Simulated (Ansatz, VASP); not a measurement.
**Two plane-wave programs on TiC8**

INCAR

```
PREC = Accurate
ENCUT = 600
EDIFF = 1E-7
ISMEAR = 0
SIGMA = 0.1
LREAL = F
LASPH = T
NELM = 60
ALGO = Normal
ISIF = 3
LWAVE = F
LCHARG = F
GGA = PE
IVDW = 12
IBRION = 2
NSW = 90
EDIFFG = -0.04
```

The input KPOINTS:

```
regular mesh
0
Gamma
  6 6 6
```

The input POSCAR:

```
TiC8
1.0
    5.0008348246      0.0000000000      0.0000000000
   -2.5004174123      4.3308499982      0.0000000000
    0.0000000000      0.0000000000      3.6365816575
Ti C
1 8
Direct
    0.0000000000      0.0000000000      0.5000000000
    0.3333333333      0.6666666667      0.0000000000
    0.3364462903      0.1682231452      0.0000000000
    0.8317768548      0.6635537097      0.0000000000
    0.8317768548      0.1682231452      0.0000000000
    0.1682231452      0.8317768548      0.0000000000
    0.1682231452      0.3364462903      0.0000000000
    0.6635537097      0.8317768548      0.0000000000
    0.6666666667      0.3333333333      0.0000000000
```

Input for Ansatz:

```yaml
crystal:
  lattice:
    - [5.0008348246, 0.0, 0.0]
    - [-2.5004174123, 4.3308499982, 0.0]
    - [0.0, 0.0, 3.6365816575]
  atoms:
    - { symbol: Ti, position: [0.0, 0.0, 0.5] }
    - { symbol: C, position: [0.3333333333, 0.6666666667, 0.0] }
    - { symbol: C, position: [0.3364462903, 0.1682231452, 0.0] }
    - { symbol: C, position: [0.8317768548, 0.6635537097, 0.0] }
    - { symbol: C, position: [0.8317768548, 0.1682231452, 0.0] }
    - { symbol: C, position: [0.1682231452, 0.8317768548, 0.0] }
    - { symbol: C, position: [0.1682231452, 0.3364462903, 0.0] }
    - { symbol: C, position: [0.6635537097, 0.8317768548, 0.0] }
    - { symbol: C, position: [0.6666666667, 0.3333333333, 0.0] }
basis:
  ecutwfc: 420
kpoints:
  mp_grid: { grid: [6, 6, 6] }
hamiltonian:
  xc: pbe
  dispersion: d3bj
scf:
  occupations: { method: gaussian, width: 0.1 }
  lower_state_search: "off"
output:
  forces: true
  stress: true
  eigenvalues: true
relax:
  adjacent_minimum: "off"
  f_tol: 0.04
  max_steps: 70
  cell: { stress_tol: 0.4 }
```

Alike in both runs: task relaxation of cell and atoms; functional PBE; dispersion D3(BJ); k mesh 6 × 6 × 6; occupations gaussian, width 0.1 eV; no spin polarisation.

|  | VASP | Ansatz |
| --- | --- | --- |
| version | VASP 6.6.1 | Ansatz 0.2.0 |
| potentials or method | VASP PAW PBE potentials, release 64 (Ti_sv, C), cutoff 600 eV | scalar-relativistic, plane waves, PAW |
| valence electrons in the cell | 44 | 44 |

|  | VASP | Ansatz | Ansatz less VASP |
| --- | --- | --- | --- |
| gap on the k mesh at the Fermi level, each at its own relaxed structure (eV) | none | none | - |
| relaxed volume (Å³/atom) | 8.75 | 8.75 | -0.006 |
| relaxed cell length with the largest relative difference (Å) | 3.636 | 3.635 | -0.0014 |

A gap of «none» marks a metal or a gap that the smearing closes.
